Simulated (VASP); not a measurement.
Here is a VASP 6.6.1 calculation.

Contents of INCAR:

```
PREC = Accurate
ENCUT = 520
EDIFF = 1E-8
ISMEAR = -1
SIGMA = 0.01
LREAL = F
LASPH = T
NELM = 120
ALGO = Normal
ISIF = 2
LWAVE = F
LCHARG = F
GGA = PE
LEFG = T
NBANDS = 16
GGA_COMPAT = F
```

File KPOINTS:

```
regular mesh
0
Gamma
  9 9 9
```

Contents of POSCAR:

```
ZrN
1.0
    0.0000000000      2.3290301974      2.3290301974
    2.3290301974      0.0000000000      2.3290301974
    2.3290301974      2.3290301974      0.0000000000
Zr N
1 1
Direct
    0.0000000000      0.0000000000      0.0000000000
    0.5000000000      0.5000000000      0.5000000000
```

Potentials or basis: VASP PAW PBE potentials, release 64 (Zr_sv, N).

Command:

```bash
$ cat potpaw_PBE.64/Zr_sv/POTCAR potpaw_PBE.64/N/POTCAR > POTCAR
$ mpirun -np 1 vasp_std > vasp.out
```

Predict the pressure.

-9.2 GPa.

What does it give for the band gap on the k mesh?

Zero (an odd number of electrons rules out a gap without spin polarisation).

Caveat: the cell stands under tension.
